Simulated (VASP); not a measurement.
Mg5CdSe6:

```
Mg Cd Se
1.0
     4.03407    0.00000    0.00000
    -2.01704    3.49361    0.00000
     0.00000    0.00000   19.76283
Mg Cd Se
5 1 6
Cartesian
  0.0000 0.0000 0.0000
  2.0170 1.1645 3.2938
  0.0000 2.3291 6.5876
  0.0000 0.0000 9.8814
  0.0000 2.3291 16.4690
  2.0170 1.1645 13.1752
  0.0000 0.0000 2.4704
  2.0170 1.1645 5.7642
  0.0000 2.3291 9.0580
  0.0000 0.0000 12.3518
  2.0170 1.1645 15.6456
  0.0000 2.3291 18.9394
```

- Program: VASP 6.6.1
- Task: relaxation of cell and atoms
- Functional: PBE
- Potentials or basis: VASP PAW PBE potentials, release 64 (Mg, Cd, Se)
- Cutoff: 600 eV
- k mesh: 6 × 6 × 1
- Occupations: gaussian, width 0.1 eV
- Spin: no spin polarisation

At the start: pressure 10.9 GPa; volume 23.21 Å³/atom.

Q: Where does the relaxation end?

A: Over 14 steps the energy falls by 130.1 meV/atom and the volume is 27.40 Å³/atom (+18.1 %); space group P3m1 (No. 156, to 0.1 Å) before and after.

The path:
```csv
step,energy change (eV),largest force (eV/Å),pressure (GPa),volume (Å³)
1,0.0000,0.9963,10.94,278.53
2,-1.4108,0.2086,-2.18,347.44
3,-1.5373,0.2245,0.03,329.12
4,-1.5372,0.2141,-0.12,330.19
5,-1.5432,0.1705,-0.11,329.97
6,-1.5528,0.1275,-0.06,329.33
7,-1.5532,0.1161,-0.04,329.15
8,-1.5563,0.0911,0.05,328.48
9,-1.5567,0.0775,0.10,328.10
10,-1.5589,0.0833,-0.04,329.13
11,-1.5590,0.0925,-0.10,329.52
12,-1.5608,0.0470,-0.01,328.83
13,-1.5611,0.0516,0.04,328.40
14,-1.5618,0.0350,-0.01,328.82
```

Final structure:
```xyz
12
Lattice="4.2644 0.0000 0.0000 -2.1322 3.6931 0.0000 0.0000 0.0000 20.8794" Properties=species:S:1:pos:R:3 pbc="T T T"
Mg    0.0000    0.0000    0.0225
Mg    2.1322    1.2310    3.4779
Mg    0.0000    2.4620    6.9199
Mg   -2.1322    3.6931   10.3604
Mg    0.0000    2.4620   17.4602
Cd    2.1322    1.2310   13.9508
Se    0.0000    0.0000    2.6220
Se    2.1322    1.2310    6.0781
Se    0.0000    2.4620    9.5187
Se    2.1322    3.6931   12.9538
Se    2.1322    1.2310   16.6334
Se    0.0000    2.4620   20.0590
```

Caveat: the volume moved by over 15 % at a fixed basis, so the end points are rough.
